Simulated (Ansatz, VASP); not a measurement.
## Two plane-wave programs on In5TeMo2

```
In Te Mo
1.0
     6.48509    0.00000    0.00000
    -3.24255    5.61626    0.00000
     0.00000    0.00000    5.36464
In Te Mo
5 1 2
Direct
  0.33333 0.66667 0.50000
  0.66667 0.33333 0.50000
  0.50000 0.00000 0.50000
  0.00000 0.50000 0.50000
  0.50000 0.50000 0.50000
  0.00000 0.00000 0.00000
  0.33333 0.66667 0.00000
  0.66667 0.33333 0.00000
```

Alike in both runs: task relaxation of cell and atoms; functional PBE; k mesh 3 × 3 × 3; occupations gaussian, width 0.2 eV; no spin polarisation.

```csv
,VASP,Ansatz
version,VASP 6.6.1,Ansatz 0.2.0
potentials or method,"VASP PAW PBE potentials, release 64 (In_d, Te, Mo_sv), cutoff 500 eV","scalar-relativistic, plane waves, PAW"
valence electrons in the cell,99,109
```

|  | VASP | Ansatz | Ansatz less VASP |
| --- | --- | --- | --- |
| gap on the k mesh at the Fermi level, each at its own relaxed structure (eV) | none | none | - |
| relaxed volume (Å³/atom) | 47.93 | 48.14 | +0.203 |
| relaxed length of the cell vector where the two differ most in proportion (Å) | 5.239 | 5.258 | +0.0189 |

A gap of «none» marks a metal or a gap that the smearing closes. VASP's potentials hold 99 valence electrons a cell and Ansatz's 109, so a difference there can come from the potentials and not from the codes.

The k mesh is coarse, so the values compare programs but aren't converged. Neither program's run includes spin-orbit coupling. Noted on VASP's run: the volume moved by over 15 % at a fixed basis, so the end points are rough.
